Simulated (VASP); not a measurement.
Wanted: the native input for a VASP 6.6.1 run.

* Task: electric field gradients
* Functional: PBE
* Potentials or basis: VASP PAW PBE potentials, release 64 (In_d)
* Cutoff: 520 eV
* k mesh: 17 × 17 × 17
* Occupations: fermi-dirac, width 0.03 eV
* Spin: no spin polarisation
* Dipole correction: no
* Further INCAR settings: ALGO = Normal; EDIFF = 1e-08; NBANDS = 12

The structure of In lies in POSCAR:

```
In
1.0
   -1.7059308214      1.7059308214      2.3125872213
    1.7059308214     -1.7059308214      2.3125872213
    1.7059308214      1.7059308214     -2.3125872213
In
1
Direct
    0.0000000000      0.0000000000      0.0000000000
```

These files were run (other wordings do the same):

INCAR

```
SYSTEM = In
ALGO = Normal
EDIFF = 1E-8
ENCUT = 520
GGA = PE
ISIF = 2
ISMEAR = -1
LASPH = .True.
LCHARG = .False.
LEFG = .True.
LREAL = .False.
LWAVE = .False.
NBANDS = 12
NELM = 60
PREC = Accurate
SIGMA = 0.03
```

KPOINTS

```
k-points
0
Gamma
  17 17 17
  0 0 0
```

Potentials or basis: VASP PAW PBE potentials, release 64 (In_d).

Command:

```console
$ cat potpaw_PBE.64/In_d/POTCAR > POTCAR
$ mpirun -np 1 vasp_std > vasp.out
```

Results of the run:

```json
{
 "Pressure": "0.7 GPa",
 "Band gap on the k mesh": "zero (an odd number of electrons rules out a gap without spin polarisation)",
 "Largest electric field gradient by atom": "In -6.4 V/Å²"
}
```

Caveat: without QUAD_EFG the Cq values of the log hold for a quadrupole moment of 1 mb, not for the nuclei; spin-orbit coupling is left out, which moves the levels of the heavy elements.

It took 110 s on 1 thread of Intel(R) Xeon(R) Platinum 8259CL CPU @ 2.50GHz (Skylake/Cascade Lake) (shared host), peak memory 0.25 GiB.
